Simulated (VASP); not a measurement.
The system is Hf.

```
Hf
1.0
     3.19670    0.00000    0.00000
    -1.59835    2.76842    0.00000
     0.00000    0.00000    5.05780
Hf
2
Direct
  0.33333 0.66667 0.25000
  0.66667 0.33333 0.75000
```

* Program: VASP 6.6.1
* Task: relaxation of volume and atoms at fixed shape
* Functional: LDA
* Potentials or basis: VASP PAW LDA potentials, release 64 (Hf_pv)
* Cutoff: 600 eV
* k mesh: 7 × 7 × 4
* Occupations: fermi-dirac, width 0.05 eV
* Spin: no spin polarisation

At the start: pressure -7.3 GPa; volume 22.38 Å³/atom.

How do energy, volume and symmetry change on relaxing?

Over 4 steps the energy falls by 36.1 meV/atom and the volume is 20.88 Å³/atom (-6.7 %); space group P6_3/mmc (No. 194, to 0.05 Å).

Step by step:
| step | energy change (eV) | largest force (eV/Å) | pressure (GPa) | volume (Å³) |
| --- | --- | --- | --- | --- |
| 1 | 0.0000 | 0.0000 | -7.35 | 44.76 |
| 2 | 0.0399 | 0.0000 | 11.47 | 38.44 |
| 3 | -0.0721 | 0.0000 | -0.15 | 41.82 |
| 4 | -0.0721 | 0.0000 | 0.01 | 41.76 |

Final structure:
```
Hf
1.0
     3.12370    0.00000    0.00000
    -1.56185    2.70520    0.00000
     0.00000    0.00000    4.94230
Hf
2
Direct
  0.33333 0.66667 0.25000
  0.66667 0.33333 0.75000
```
